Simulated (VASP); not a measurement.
# GaP (F-43m) in VASP: a series of runs, part 2 of 3

VASP 6.6.1.

## 4. Vibrations by perturbation theory, PBEsol

Input file INCAR:

```
PREC = Accurate
ENCUT = 520
EDIFF = 1E-8
ISMEAR = -1
SIGMA = 0.05
LREAL = F
LASPH = T
NELM = 60
ALGO = Normal
ISIF = 2
LWAVE = F
LCHARG = F
GGA = PS
IBRION = 8
NSW = 1
```

Input file KPOINTS:

```
Automatic mesh
0
Gamma
  8 8 8
```

Input file POSCAR:

```
GaP
1.0
    0.0000000000      2.7252500000      2.7252500000
    2.7252500000      0.0000000000      2.7252500000
    2.7252500000      2.7252500000      0.0000000000
Ga P
1 1
Direct
    0.0000000000      0.0000000000      0.0000000000
    0.7500000000      0.7500000000      0.7500000000
```

Potentials or basis: VASP PAW PBE potentials, release 64 (Ga_d, P).

Started as:

```
$ cat potpaw_PBE.64/Ga_d/POTCAR potpaw_PBE.64/P/POTCAR > POTCAR
$ mpirun -np 1 vasp_std > vasp.out
```

OUTCAR:

```text
PREC = Accurate
   ENCUT = 520
   EDIFF = 1E-8
   ISMEAR = -1
   LREAL = F
   LASPH = T
   NELM = 60
   ISIF = 2
   GGA = PS
   IBRION = 8
   NSW = 1

 ion  position               nearest neighbor table
   1  0.000  0.000  0.000-   2 2.36   2 2.36   2 2.36   2 2.36
   2  0.750  0.750  0.750-   1 2.36   1 2.36   1 2.36   1 2.36

  LATTYP: Found a face centered cubic cell.
 ALAT       =     5.4505000000

  Lattice vectors:

 A1 = (   0.0000000000,   2.7252500000,   2.7252500000)
 A2 = (   2.7252500000,   0.0000000000,   2.7252500000)
 A3 = (   2.7252500000,   2.7252500000,   0.0000000000)

Analysis of symmetry for initial positions (statically):
[... 5 lines left out ...]
 face centered cubic supercell.

 Subroutine GETGRP returns: Found 24 space group operations
 (whereof 24 operations were pure point group operations)
 out of a pool of 48 trial point group operations.

The static configuration has the point symmetry T_d .

Analysis of symmetry for dynamics (positions and initial velocities):
[... 5 lines left out ...]
 face centered cubic supercell.

 Subroutine GETGRP returns: Found 24 space group operations
 (whereof 24 operations were pure point group operations)
 out of a pool of 48 trial point group operations.

The dynamic configuration has the point symmetry T_d .

 Subroutine INISYM returns: Found 24 space group operations
 (whereof 24 operations are pure point group operations),
 and found     1 'primitive' translations

----------------------------------------------------------------------------------------

                                     Primitive cell

  volume of cell :      40.4808

  direct lattice vectors                    reciprocal lattice vectors
     0.000000000  2.725250000  2.725250000    -0.183469406  0.183469406  0.183469406
     2.725250000  0.000000000  2.725250000     0.183469406 -0.183469406  0.183469406
     2.725250000  2.725250000  0.000000000     0.183469406  0.183469406 -0.183469406

  length of vectors
     3.854085511  3.854085511  3.854085511     0.317778334  0.317778334  0.317778334

  position of ions in fractional coordinates (direct lattice)
     0.000000000  0.000000000  0.000000000
     0.750000000  0.750000000  0.750000000

  ion indices of the primitive-cell ions
   primitive index   ion index
                 1           1
                 2           2

----------------------------------------------------------------------------------------

 KPOINTS: Automatic mesh

Automatic generation of k-mesh.
 Grid dimensions read from file:
 generate k-points for:    8    8    8

 Generating k-lattice:

  Cartesian coordinates                     Fractional coordinates (reciprocal lattice)
    -0.022933676  0.022933676  0.022933676     0.125000000  0.000000000  0.000000000
     0.022933676 -0.022933676  0.022933676     0.000000000  0.125000000  0.000000000
[... 117 lines left out ...]
      1      -9.9721      2.00000
      2      -9.9721      2.00000
      3      -9.9721      2.00000
      4      -9.8714      2.00000
      5      -9.8714      2.00000
      6      -7.9553      2.00000
      7       4.5687      2.00000
      8       4.5687      2.00000
      9       4.5687      2.00000
     10       6.3191      0.00000
     11       8.3954      0.00000
     12       8.3954      0.00000
     13       8.3954      0.00000
[... 354 lines left out ...]
  band No.  band energies     occupation
      1     -10.0608      2.00000
      2      -9.9411      2.00000
      3      -9.9287      2.00000
      4      -9.8768      2.00000
      5      -9.8641      2.00000
      6      -5.4544      2.00000
      7      -1.9038      2.00000
      8       1.3274      2.00000
      9       2.6066      2.00000
     10       7.9624      0.00000
     11       8.7612      0.00000
     12      10.9778      0.00000
     13      12.4053      0.00000

 [... further k-points ...]
[... 5 lines left out ...]
  --------------------------------------------------------------------------------------
  -------------------------------------------------------------------------------------
  Total       -0.1542199     -0.1542199     -0.1542199      0.0000000      0.0000000     -0.0000000
  in kB       -6.1038219     -6.1038219     -6.1038219      0.0000000      0.0000000     -0.0000000
  external PRESSURE =      -6.1038219 kB  Pullay stress =       0.0000000 kB

 VOLUME and BASIS-vectors are now :
 -----------------------------------------------------------------------------
  energy-cutoff  :      520.00
  volume of cell :       40.48
      direct lattice vectors                 reciprocal lattice vectors
     0.000000000  2.725250000  2.725250000    -0.183469406  0.183469406  0.183469406
     2.725250000  0.000000000  2.725250000     0.183469406 -0.183469406  0.183469406
     2.725250000  2.725250000  0.000000000     0.183469406  0.183469406 -0.183469406

 POSITION                                       TOTAL-FORCE (eV/Angst)
 -----------------------------------------------------------------------------------
      0.00000      0.00000      0.00000         0.000000      0.000000      0.000000
      4.08788      4.08788      4.08788        -0.000000     -0.000000     -0.000000
 -----------------------------------------------------------------------------------
    total drift:                               -0.000000     -0.000000     -0.000000

  FREE ENERGIE OF THE ION-ELECTRON SYSTEM (eV)
  ---------------------------------------------------
  free  energy   TOTEN  =        -9.9205588628 eV

  energy  without entropy=       -9.9205588535  energy(sigma->0) =       -9.92055886

[... ionic steps 2 to 3 ...]

--------------------------------------- Ionic step        4  -------------------------------------------

------------------------ aborting loop because EDIFF is reached ----------------------------------------

[... ionic steps 5 to 6 ...]

--------------------------------------- Ionic step        7  -------------------------------------------

 Free energy of the ion-electron system (eV)
  ---------------------------------------------------
  ---------------------------------------------------
  free energy    TOTEN  =        -0.04740818 eV

  energy without entropy =       -0.04740818

------------------------ aborting loop because EDIFF is reached ----------------------------------------

 INTERNAL STRAIN TENSOR  FOR ION    2  DIRECTION 1   (eV/Angst):
 -----------------------------------------------------------------------------
    -0.00968  0.00000  0.00000
     0.00000  0.00667  7.00240
     0.00000  7.00240  0.00667

 INTERNAL STRAIN TENSOR FOR ION    2 for displacements in x,y,z  (eV/Angst):
          X           Y           Z          XY          YZ          ZX
  --------------------------------------------------------------------------------
  x     0.00000    -0.00000    -0.00000     0.00000     7.00240     0.00000
  y    -0.00000    -0.00000    -0.00000     0.00000     0.00000     7.00240
  z    -0.00000    -0.00000     0.00000     7.00240     0.00000     0.00000

 SECOND DERIVATIVES (NOT SYMMETRIZED)
 ------------------------------------
               1X          1Y          1Z          2X          2Y          2Z
  1X    -9.799369    0.000000    0.000000    9.799369    0.000000    0.000000
  1Y     0.000000   -9.799369    0.000000    0.000000    9.799369    0.000000
  1Z     0.000000    0.000000   -9.799369    0.000000    0.000000    9.799369
  2X     9.809583    0.000000    0.000000   -9.809583    0.000000    0.000000
  2Y     0.000000    9.809583    0.000000    0.000000   -9.809583    0.000000
  2Z     0.000000    0.000000    9.809583    0.000000    0.000000   -9.809583

 Eigenvectors and eigenvalues of the dynamical matrix
 ----------------------------------------------------

   1 f  =   10.571291 THz    66.421383 2PiTHz  352.620324 cm-1    43.719329 meV
             X         Y         Z           dx          dy          dz
      0.000000  0.000000  0.000000    -0.554413    0.000000   -0.000000
      4.087875  4.087875  4.087875     0.832241   -0.000000   -0.000000
[... 21 lines left out ...]
   6 f/i=    0.002541 THz     0.015965 2PiTHz    0.084753 cm-1     0.010508 meV
             X         Y         Z           dx          dy          dz
      0.000000  0.000000  0.000000     0.445805   -0.683934    0.161611
      4.087875  4.087875  4.087875     0.296981   -0.455616    0.107660

--------------------------------------------------------------------------------------------------------

 ELASTIC MODULI CONTR FROM IONIC RELAXATION (kBar)
 Direction    XX          YY          ZZ          XY          YZ          ZX
 --------------------------------------------------------------------------------
 XX          -0.0000     -0.0000      0.0000      0.0000     -0.0000      0.0000
 YY          -0.0000     -0.0000     -0.0000      0.0000      0.0000      0.0000
 ZZ           0.0000     -0.0000     -0.0000     -0.0000      0.0000      0.0000
 XY           0.0000      0.0000     -0.0000   -196.0615      0.0000      0.0000
 YZ          -0.0000      0.0000      0.0000      0.0000   -196.0615      0.0000
 ZX           0.0000      0.0000      0.0000      0.0000      0.0000   -196.0615
 --------------------------------------------------------------------------------
```

OSZICAR:

```text
N       E                     dE             d eps       ncg     rms          rms(c)
DAV:   1     0.797167749097E+02    0.79717E+02   -0.92963E+03   762   0.197E+03
DAV:   2    -0.399584125892E+01   -0.83713E+02   -0.80892E+02   839   0.343E+02
DAV:   3    -0.100851162233E+02   -0.60893E+01   -0.60562E+01   929   0.756E+01
[... 47 lines left out ...]
RMM:   7    -0.474112872247E-01   -0.36103E-05    0.44062E-07  4897   0.392E-03    0.160E-03
RMM:   8    -0.474087801127E-01    0.25071E-05    0.48761E-07  4856   0.141E-03    0.942E-05
RMM:   9    -0.474082419365E-01    0.53818E-06    0.20108E-08  4865   0.424E-04    0.111E-04
RMM:  10    -0.474081125180E-01    0.12942E-06    0.23965E-08  4822   0.145E-04    0.882E-06
RMM:  11    -0.474081726195E-01   -0.60101E-07    0.91960E-09  4901   0.563E-05    0.488E-06
RMM:  12    -0.474081764980E-01   -0.38785E-08    0.48688E-09  4916   0.231E-05    0.633E-07
 Linear response finished
```

Wall time 5.3 min (1 thread of AMD EPYC 7R43 (Zen 3), shared host); peak memory 0.25 GiB.

Results:

| Property | Result |
| --- | --- |
| Highest phonon frequency at Γ, LO-TO splitting left out | 353 cm⁻¹ |

Phonon frequencies in cm⁻¹ (negative: imaginary):
| q point | frequencies |
| --- | --- |
| (0.000, 0.000, 0.000) | 0 0 0 353 353 353 |

Caveat: the PAW data sets were made with another functional, which shifts forces and pressure a little.

(Continued in part 3 of 3.)
